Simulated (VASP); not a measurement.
Wanted: the native input for a VASP 6.6.1 run.

| Quantity | Value |
| --- | --- |
| Task | electric field gradients |
| Functional | LDA |
| Potentials or basis | VASP PAW LDA potentials, release 64 (Bi_d) |
| Cutoff | 520 eV |
| k mesh | 11 × 11 × 11 |
| Occupations | fermi-dirac, width 0.03 eV |
| Spin | no spin polarisation |
| Dipole correction | no |
| Further INCAR settings | ALGO = Normal; EDIFF = 1e-08; NBANDS = 22 |

The structure of Bi lies in POSCAR:

```
Bi
1.0
    2.2422797007      1.2945807888      3.9005610168
   -2.2422797007      1.2945807888      3.9005610168
    0.0000000000     -2.5891615775      3.9005610168
Bi
2
Direct
    0.2338900000      0.2338900000      0.2338900000
    0.7661100000      0.7661100000      0.7661100000
```

These files were run (other wordings do the same):

INCAR

```
  PREC = Accurate
  ENCUT = 520
  EDIFF = 1E-8
  ISMEAR = -1
  SIGMA = 0.03
  LREAL = False
  LASPH = True
  NELM = 100
  ALGO = Normal
  ISIF = 2
  LWAVE = False
  LCHARG = False
  LEFG = True
  NBANDS = 22
```

KPOINTS

```
regular mesh
0
Gamma
  11 11 11
```

Potentials or basis: VASP PAW LDA potentials, release 64 (Bi_d).

Command:

```bash
$ cat potpaw_LDA.64/Bi_d/POTCAR > POTCAR
$ mpirun -np 1 vasp_std > vasp.out
```

Results of the run:

- Pressure: 0.2 GPa
- Largest force: 0.254 eV/Å
- Band gap on the k mesh: zero (bands 15 and 16 overlap by 0.07 eV)
- Largest electric field gradient by atom: Bi -31.7 V/Å²

Caveat: without QUAD_EFG the Cq values of the log hold for a quadrupole moment of 1 mb, not for the nuclei; spin-orbit coupling is left out, which moves the levels of the heavy elements.

Run time: 3.3 min on 1 thread of Intel Xeon 8259CL, on a shared host, peak memory 0.29 GiB.
